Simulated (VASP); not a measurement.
Input of a VASP 6.6.1 run:

The input INCAR:

```
  PREC = Accurate
  ENCUT = 500
  EDIFF = 1E-6
  ISMEAR = -1
  SIGMA = 0.02
  LREAL = False
  LASPH = True
  NELM = 120
  ALGO = Normal
  ISIF = 2
  LWAVE = False
  LCHARG = False
  GGA = PE
  NBANDS = 16
  GGA_COMPAT = False
```

KPOINTS

```
regular mesh
0
Gamma
  8 8 8
```

File POSCAR:

```
CdSe
1.0
    0.0000000000      3.0677809654      2.9450697268
    3.0677809654      0.0000000000      2.9450697268
    3.0677809654      3.0677809654      0.0000000000
Cd Se
1 1
Direct
    0.0000000000      0.0000000000      0.0000000000
    0.2500000000      0.2500000000      0.2500000000
```

Potentials or basis: VASP PAW PBE potentials, release 64 (Cd, Se).

Run with:

```sh
$ cat potpaw_PBE.64/Cd/POTCAR potpaw_PBE.64/Se/POTCAR > POTCAR
$ mpirun -np 1 vasp_std > vasp.out
```

Q: Estimate the pressure.

A: 4.0 GPa.

Q: What does it give for the band gap on the k mesh?

A: 0.56 eV, direct.

Stress tensor (GPa, compression positive):
```
3.85 0.00 0.00
0.00 3.85 0.00
0.00 0.00 4.34
```

Caveat: the cell differs from its parent crystal (uniaxial z strain -4.0%).
